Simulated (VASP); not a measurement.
Sr, 2 atoms in the cell. The structure is hexagonal, space group P6_3/mmc (No. 194). The conventional cell has a = 3.767 Å, b = 3.767 Å, c = 6.324 Å, α = 90.00°, β = 90.00°, γ = 120.00°. Sr (site symmetry -6m2) has 12 Sr at 3.77 to 3.84 Å within 4.9 Å. This isn't the form of Sr at room conditions, which is fcc.

```yaml
Program: VASP 6.6.1
Task: single point
Functional: PBEsol
Potentials_or_basis: VASP PAW PBE potentials, release 64 (Sr_sv)
Cutoff: 520 eV
k_mesh: 6 × 6 × 3
Occupations: methfessel-paxton, width 0.05 eV
Spin: no spin polarisation
Dipole_correction: no
Further_INCAR_settings: ALGO = Normal; EDIFF = 1e-06; NBANDS = 17
```

Potentials or basis: VASP PAW PBE potentials, release 64 (Sr_sv).

Run with:

```sh
$ cat potpaw_PBE.64/Sr_sv/POTCAR > POTCAR
$ mpirun -np 1 vasp_std > vasp.out
```

Hardware: 1 thread of Intel(R) Xeon(R) Platinum 8488C (Sapphire Rapids) (shared host).

Estimate the wall time of this run.

Run time: 16 s on 1 thread of Intel(R) Xeon(R) Platinum 8488C (Sapphire Rapids) (shared host), peak memory 0.17 GiB. Counts: scf iterations 10, k points 14.
